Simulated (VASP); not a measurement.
## Cd: single point with PBE

The system is Cd, a sheet with vacuum.

```
Cd
1.0
     6.27857    0.00000    0.00000
    -3.13929    5.43740    0.00000
     0.00000    0.00000   14.00000
Cd
3
Direct
  0.00000 0.50000 0.50000
  0.50000 0.00000 0.50000
  0.50000 0.50000 0.50000
```

```
Program             : VASP 6.6.1
Task                : single point
Functional          : PBE
Potentials or basis : VASP PAW PBE potentials, release 64 (Cd)
Cutoff              : 520 eV
k mesh              : 3 × 3 × 1
Occupations         : gaussian, width 0.1 eV
Spin                : no spin polarisation
```

| Quantity | Value |
| --- | --- |
| Band gap on the k mesh | zero (filled and empty bands touch) |

Levels at points of the mesh, in eV from the Fermi level:
```csv
k point,band 15,band 16,band 17,band 18,band 19,band 20,band 21,band 22
"(0.00, 0.00, 0.00)",-8.03,-5.05,-0.41,0.01,0.01,0.11,1.27,1.27
```

Wall time 65 s on 1 thread of Intel(R) Xeon(R) Platinum 8488C (Sapphire Rapids), with other jobs on the host, peak memory 0.52 GiB.

Caveat: the k points lie up to 0.39 Å⁻¹ apart.
